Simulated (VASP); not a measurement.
Write the native input for VASP 6.6.1 that does the following.

- Task: single point
- Functional: LDA
- Potentials or basis: VASP PAW LDA potentials, release 64 (Cu, O)
- Cutoff: 600 eV
- k mesh: 7 × 7 × 7
- Occupations: gaussian, width 0.05 eV
- Spin: collinear spin
- Starting moments: [1.0, 0.0] μB
- Hubbard terms: Cu d U = 8.0 eV
- Dipole correction: no
- Further INCAR settings: ALGO = Normal; EDIFF = 1e-06; NBANDS = 20

The structure of CuO lies in POSCAR:

```
CuO
1.0
    2.5525506100      0.0000000000      0.0000000000
    0.0000000000      2.5525506100      0.0000000000
    0.0000000000      0.0000000000      2.5525506100
Cu O
1 1
Direct
    0.0000000000      0.0000000000      0.0000000000
    0.5000000000      0.5000000000      0.5000000000
```

These files were run (other wordings do the same):

INCAR

```
SYSTEM = CuO
PREC = Accurate
ENCUT = 600
EDIFF = 1E-6
ISMEAR = 0
SIGMA = 0.05
LREAL = .FALSE.
LASPH = .TRUE.
NELM = 200
ALGO = Normal
ISIF = 2
LWAVE = .FALSE.
LCHARG = .FALSE.
ISPIN = 2
MAGMOM = 1 0
LORBIT = 11
LMAXMIX = 4
LDAU = .TRUE.
LDAUTYPE = 2
LDAUL = 2 -1
LDAUU = 8 0
LDAUJ = 0 0
LDAUPRINT = 1
NBANDS = 20
GGA_COMPAT = .FALSE.
```

KPOINTS

```
regular mesh
0
G
  7 7 7
  0 0 0
```

Potentials or basis: VASP PAW LDA potentials, release 64 (Cu, O).

The run is started by

```console
$ cat potpaw_LDA.64/Cu/POTCAR potpaw_LDA.64/O/POTCAR > POTCAR
$ mpirun -np 1 vasp_std > vasp.out
```

Results of the run:

| Item | Value |
| --- | --- |
| Pressure | -5.8 GPa |
| Band gap on the k mesh | zero (filled and empty bands overlap) |
| Net moment | 1.00 μB per cell |
| Site moments | Cu +0.32; O +0.62 μB |
| Valence electrons inside the program's atomic spheres | Cu 10.07; O 4.83 |

Caveat: the cell stands under tension; a cell with one magnetic atom can't hold antiferromagnetic order, which such compounds often take.

It took 6.7 s on 1 thread of AMD EPYC 9R45 96-Core Processor (Zen 5), on a shared host, peak memory 0.1 GiB.
